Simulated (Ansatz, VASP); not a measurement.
**Rb in VASP and in Ansatz**

File INCAR:

```
ALGO = Normal
EDIFF = 1E-6
ENCUT = 520
ISIF = 2
ISMEAR = 1
LASPH = True
LCHARG = False
LREAL = False
LWAVE = False
NBANDS = 10
NELM = 100
PREC = Accurate
SIGMA = 0.3
```

KPOINTS

```
k-points
0
Gamma
  8 8 8
```

The input POSCAR:

```
Rb
1.0
   -2.6859640533      2.6859640533      2.6859640533
    2.6859640533     -2.6859640533      2.6859640533
    2.6859640533      2.6859640533     -2.6859640533
Rb
1
Direct
    0.0000000000      0.0000000000      0.0000000000
```

Input for Ansatz:

```yaml
crystal:
  lattice:
    - [-2.6859640533, 2.6859640533, 2.6859640533]
    - [2.6859640533, -2.6859640533, 2.6859640533]
    - [2.6859640533, 2.6859640533, -2.6859640533]
  atoms:
    - { symbol: Rb, position: [0.0, 0.0, 0.0] }
hamiltonian:
  xc: lda
  pseudopotentials:
    kind: paw
    azcp:
      Rb: "pseudopotentials/Rb.paw.azcp"
basis:
  ecutwfc: 420
  fft_grid_basis: typed
kpoints:
  mp_grid: { grid: [8, 8, 8], shift: [0, 0, 0] }
magnetization:
  spin_polarized: false
scf:
  occupations: { method: cold, width: 0.3 }
  lower_state_search: "off"
output:
  stress: true
  write_density: true
  write_potential: true
  elf: true
  volumetric_format: npy
```

Alike in both runs: task single point; functional LDA; k mesh 8 × 8 × 8; no spin polarisation.

|  | VASP | Ansatz |
| --- | --- | --- |
| version | VASP 6.6.1 | Ansatz 0.2.0 |
| potentials or method | VASP PAW LDA potentials, release 64 (Rb_sv), cutoff 520 eV | plane waves (420 eV) with PAW, scalar-relativistic |
| occupations | methfessel-paxton of order 1, width 0.3 eV | cold, width 0.3 eV |
| valence electrons in the cell | 9 | 9 |

```tsv
	VASP	Ansatz	Ansatz less VASP
pressure (GPa)	0.0	0.0	0.00
```

Ansatz warns that its potentials were made for another functional, while VASP's fit it. LDA's correlation is that of Perdew and Zunger in VASP and of Perdew and Wang (1992) in Ansatz.
